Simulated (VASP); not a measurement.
Wanted: the native input for a VASP 6.6.1 run.

* Task: single point
* Functional: LDA
* Potentials or basis: VASP PAW LDA potentials, release 64 (Rh_pv)
* Cutoff: 520 eV
* k mesh: 16 × 16 × 9
* Occupations: fermi-dirac, width 0.08 eV
* Spin: no spin polarisation
* Dipole correction: no
* Further INCAR settings: ALGO = Normal; EDIFF = 1e-07; NBANDS = 22

The structure of Rh lies in POSCAR:

```
Rh
1.0
    2.6696000917      0.0000000000      0.0000000000
   -1.3348000458      2.3119414974      0.0000000000
    0.0000000000      0.0000000000      4.3033262185
Rh
2
Direct
    0.3333333333      0.6666666667      0.2500000000
    0.6666666667      0.3333333333      0.7500000000
```

The input as run:

INCAR

```
SYSTEM = Rh
PREC     = Accurate       ! precision mode
ENCUT    = 520            ! plane-wave cutoff, eV
EDIFF    = 1E-7           ! SCF threshold, eV
ISMEAR   = -1             ! smearing method
SIGMA    = 0.08           ! smearing width, eV
LREAL    = .False.        ! projectors in reciprocal space
LASPH    = .True.         ! aspherical terms in the spheres
NELM     = 80             ! most SCF steps
ALGO     = Normal         ! electronic algorithm
ISIF     = 2              ! what is computed and relaxed
LWAVE    = .False.        ! write WAVECAR
LCHARG   = .True.         ! write CHGCAR
LELF     = .True.         ! ELF
LVHAR    = .True.       
NBANDS   = 22             ! bands
```

KPOINTS

```
regular mesh
0
Gamma
  16 16 9
  0 0 0
```

Potentials or basis: VASP PAW LDA potentials, release 64 (Rh_pv).

Launch:

```sh
$ cat potpaw_LDA.64/Rh_pv/POTCAR > POTCAR
$ mpirun -np 1 vasp_std > vasp.out
```

Results of the run:

```
Pressure               : 0.9 GPa
Band gap on the k mesh : zero (band 15 reaches 13.16 eV, above the bottom of band 16 at 10.67 eV)
```

It took 34 s on 1 thread of Intel(R) Xeon(R) Platinum 8488C (Sapphire Rapids) (shared host), peak memory 0.18 GiB.
